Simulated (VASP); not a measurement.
# GaGe (F-43m) in VASP: a series of runs, part 2 of 2

VASP 6.6.1.

**3. Single point, PBE**

This run uses another cell than the first one, of 23.36 Å³/atom, 1.021 times its volume.

Input file INCAR:

```
PREC = Accurate ; ENCUT = 520
EDIFF = 1E-6 ; ISMEAR = -1
SIGMA = 0.1 ; LREAL = F
LASPH = T ; NELM = 60
ALGO = Normal ; ISIF = 2
LWAVE = F ; LCHARG = F
GGA = PE ; NBANDS = 20
```

Input file KPOINTS:

```
regular mesh
0
Gamma
  7 7 7
```

Input file POSCAR:

```
GaGe
1.0
    0.0000000000      2.8586751990      2.8586751990
    2.8586751990      0.0000000000      2.8586751990
    2.8586751990      2.8586751990      0.0000000000
Ga Ge
1 1
Direct
    0.7500000000      0.7500000000      0.7500000000
    0.0000000000      0.0000000000      0.0000000000
```

Potentials or basis: VASP PAW PBE potentials, release 64 (Ga_d, Ge_d).

Started as:

```
> cat potpaw_PBE.64/Ga_d/POTCAR potpaw_PBE.64/Ge_d/POTCAR > POTCAR
> mpirun -np 1 vasp_std > vasp.out
```

OUTCAR:

```text
PREC = Accurate
   ENCUT = 520
   EDIFF = 1E-6
   ISMEAR = -1
   LREAL = F
   LASPH = T
   NELM = 60
   ISIF = 2
   GGA = PE

 ion  position               nearest neighbor table
   1  0.750  0.750  0.750-   2 2.48   2 2.48   2 2.48   2 2.48
   2  0.000  0.000  0.000-   1 2.48   1 2.48   1 2.48   1 2.48

  LATTYP: Found a face centered cubic cell.
 ALAT       =     5.7173503980

  Lattice vectors:

 A1 = (   0.0000000000,   2.8586751990,   2.8586751990)
 A2 = (   2.8586751990,   0.0000000000,   2.8586751990)
 A3 = (   2.8586751990,   2.8586751990,   0.0000000000)

Analysis of symmetry for initial positions (statically):
=====================================================================
 Subroutine PRICEL returns:
 Original cell was already a primitive cell.

 Routine SETGRP: Setting up the symmetry group for a
 face centered cubic supercell.

 Subroutine GETGRP returns: Found 24 space group operations
 (whereof 24 operations were pure point group operations)
 out of a pool of 48 trial point group operations.

The static configuration has the point symmetry T_d .

Analysis of symmetry for dynamics (positions and initial velocities):
=====================================================================
 Subroutine PRICEL returns:
 Original cell was already a primitive cell.

 Routine SETGRP: Setting up the symmetry group for a
 face centered cubic supercell.

 Subroutine GETGRP returns: Found 24 space group operations
 (whereof 24 operations were pure point group operations)
 out of a pool of 48 trial point group operations.

The dynamic configuration has the point symmetry T_d .

 Subroutine INISYM returns: Found 24 space group operations
 (whereof 24 operations are pure point group operations),
 and found     1 'primitive' translations

[... 96 lines left out ...]
   ISYM   =      2    0-nonsym 1-usesym 2-fastsym
   POTIM  = 0.5000    time-step for ionic-motion
   TEBEG  =    0.0;   TEEND  =   0.0 temperature during run
   PSTRESS=    0.0 pullay stress
   NELECT =      27.0000    total number of electrons
   NUPDOWN=      -1.0000    fix difference up-down
   EMIN   =  10.00;   EMAX   =-10.00  energy-range for DOS
   EFERMI =   0.00;   METHOD = LEGACY
   ISMEAR =    -1;   SIGMA  =   0.10  broadening in eV -4-tet -1-fermi 0-gaus
   EFERMI_NEDOS =   21; number of points for ismear=-14 and -15
   IALGO  =     38    algorithm
   IMIX   =      4    mixing-type and parameters
     AMIX     =   0.40;   BMIX     =  1.00
     AMIX_MAG =   1.60;   BMIX_MAG =  1.00
  volume/ion in A,a.u.               =      23.36       157.65
  Fermi-wavevector in a.u.,A,eV,Ry     =   1.363603  2.576836 25.298851  1.859413
  Thomas-Fermi vector in A             =   2.489992
   LORBIT       =      0    0 simple, 1 ext, 2 COOP (PROOUT), +10 PAW based schemes
   GGA     = PE    functional components
[... 5 lines left out ...]
 non-spin polarized calculation
  energy-cutoff  :      520.00
  volume of cell :       46.72
 maximum number of plane-waves:      1275
 NGX is ok and might be reduce to    30
   NGX = 15   NGY = 15   NGZ = 15

 number of electron      26.9999983 magnetization

 Free energy of the ion-electron system (eV)
  ---------------------------------------------------
  ext. energy  EPLUGINS =         0.00000000
  ---------------------------------------------------
  free energy    TOTEN  =        -7.09127469 eV

  energy without entropy =       -7.04440914  energy(sigma->0) =       -7.06784191

 E-fermi :   3.3327     XC(G=0):  -9.7420

 val. band max:        3.2974680330   @ k =  -0.2857   0.2857   0.0000
 cond. band min:       3.3592075769   @ k =   0.2857   0.1429   0.0000
 fundamental gap:      0.0617395439
 Fermi energy:         3.3326531596

 k-point     1 :       0.0000    0.0000    0.0000
  band No.  band energies     occupation
      1     -20.5674      2.00000
      2     -20.5674      2.00000
      3     -20.5674      2.00000
      4     -20.5454      2.00000
      5     -20.5454      2.00000
      6     -10.9981      2.00000
[... 449 lines left out ...]
     19      14.4352      0.00000
     20      15.6796      0.00000

------------------------ aborting loop because EDIFF is reached ----------------------------------------

  FORCE on cell =-STRESS in cart. coord.  units (eV):
  Direction    XX          YY          ZZ          XY          YZ          ZX
  --------------------------------------------------------------------------------------
  -------------------------------------------------------------------------------------
  Total        0.7528557      0.7528557      0.7528557     -0.0000000     -0.0000000      0.0000000
  in kB       25.8165327     25.8165327     25.8165327     -0.0000000     -0.0000000      0.0000000
  external PRESSURE =      25.8165327 kB  Pullay stress =       0.0000000 kB

 VOLUME and BASIS-vectors are now :
 -----------------------------------------------------------------------------
  energy-cutoff  :      520.00
  volume of cell :       46.72
      direct lattice vectors                 reciprocal lattice vectors
     0.000000000  2.858675199  2.858675199    -0.174906194  0.174906194  0.174906194
     2.858675199  0.000000000  2.858675199     0.174906194 -0.174906194  0.174906194
     2.858675199  2.858675199  0.000000000     0.174906194  0.174906194 -0.174906194

 POSITION                                       TOTAL-FORCE (eV/Angst)
 -----------------------------------------------------------------------------------
      4.28801      4.28801      4.28801         0.000000      0.000000      0.000000
      0.00000      0.00000      0.00000        -0.000000     -0.000000     -0.000000
 -----------------------------------------------------------------------------------
    total drift:                                0.000000      0.000000      0.000000

  FREE ENERGIE OF THE ION-ELECTRON SYSTEM (eV)
  ---------------------------------------------------
  free  energy   TOTEN  =        -7.0912746854 eV

  energy  without entropy=       -7.0444091368  energy(sigma->0) =       -7.06784191
```

Wall time 31 s (1 thread of Intel Xeon 8259CL, shared host); peak memory 0.17 GiB.

What came out:

| Property | Result |
| --- | --- |
| Free energy | -7.0913 eV |
| Pressure | 2.6 GPa |

**4. Single point, PBE**

This run uses another cell than the first one, of 23.85 Å³/atom, 1.043 times its volume.

Input file INCAR:

```
PREC     = Accurate       # precision mode
ENCUT    = 520            # plane-wave cutoff, eV
EDIFF    = 1E-6           # SCF threshold, eV
ISMEAR   = -1             # smearing method
SIGMA    = 0.1            # smearing width, eV
LREAL    = F              # projectors in reciprocal space
LASPH    = T              # aspherical terms in the spheres
NELM     = 100            # most SCF steps
ALGO     = Normal         # electronic algorithm
ISIF     = 2              # what is computed and relaxed
LWAVE    = F              # write WAVECAR
LCHARG   = F              # write CHGCAR
GGA      = PE             # functional
NBANDS   = 20             # bands
```

KPOINTS is that of step 3.

Input file POSCAR:

```
GaGe
1.0
    0.0000000000      2.8783908234      2.8783908234
    2.8783908234      0.0000000000      2.8783908234
    2.8783908234      2.8783908234      0.0000000000
Ga Ge
1 1
Direct
    0.7500000000      0.7500000000      0.7500000000
    0.0000000000      0.0000000000      0.0000000000
```

Started as:

```
> cat potpaw_PBE.64/Ga_d/POTCAR potpaw_PBE.64/Ge_d/POTCAR > POTCAR
> mpirun -np 1 vasp_std > vasp.out
```

Run time: 31 s. Hardware: 1 thread of Intel Xeon 8259CL, shared host; peak memory 0.17 GiB.

It converged, with:

| Item | Value |
| --- | --- |
| Free energy | -7.1036 eV |
| Pressure | 1.4 GPa |

Levels at points of the mesh, in eV from the Fermi level:
```tsv
k point	band 10	band 11	band 12	band 13	band 14	band 15	band 16	band 17	band 18	band 19
(0.00, 0.00, 0.00)	-14.26	-10.60	1.77	1.77	1.77	2.30	4.45	4.45	4.45	7.82
```

**5. Single point, PBE**

This run uses another cell than the first one, of 24.33 Å³/atom, 1.064 times its volume.

Input file INCAR:

```
PREC = Accurate
ENCUT = 520
EDIFF = 1E-6
ISMEAR = -1
SIGMA = 0.1
LREAL = False
LASPH = True
NELM = 100
ALGO = Normal
ISIF = 2
LWAVE = False
LCHARG = False
GGA = PE
NBANDS = 20
```

KPOINTS is that of step 4.

Input file POSCAR:

```
GaGe
1.0
    0.0000000000      2.8978400000      2.8978400000
    2.8978400000      0.0000000000      2.8978400000
    2.8978400000      2.8978400000      0.0000000000
Ga Ge
1 1
Direct
    0.7500000000      0.7500000000      0.7500000000
    0.0000000000      0.0000000000      0.0000000000
```

Started as:

```
> cat potpaw_PBE.64/Ga_d/POTCAR potpaw_PBE.64/Ge_d/POTCAR > POTCAR
> mpirun -np 1 vasp_std > vasp.out
```

Wall time 40 s (1 thread of Intel Xeon 8259CL, shared host); peak memory 0.17 GiB.

It converged, with:

```
Free energy : -7.1091 eV
Pressure    : 0.3 GPa
```

Levels at points of the mesh, in eV from the Fermi level:
| k point | band 11 | band 12 | band 13 | band 14 | band 15 | band 16 | band 17 | band 18 |
| --- | --- | --- | --- | --- | --- | --- | --- | --- |
| (0.00, 0.00, 0.00) | -10.49 | 1.73 | 1.73 | 1.73 | 2.10 | 4.40 | 4.40 | 4.40 |

**6. Overview**

| cell | gap on the mesh (eV) | pressure (GPa) |
| --- | --- | --- |
| a = 4.015 Å, angles 60.0°, 2 atoms | none | 3.9 |
| a = 4.043 Å, angles 60.0°, 2 atoms | none | 2.6 |
| a = 4.071 Å, angles 60.0°, 2 atoms | none | 1.4 |
| a = 4.098 Å, angles 60.0°, 2 atoms | none | 0.3 |

Alike in all rows: task single point; level PBE; potentials or basis VASP PAW PBE potentials, release 64 (Ga_d, Ge_d); no spin polarisation; k mesh 7 × 7 × 7; cutoff (eV) 520; smearing fermi-dirac 0.1 eV.

Absolute energies hang on the potentials; compare differences alone.
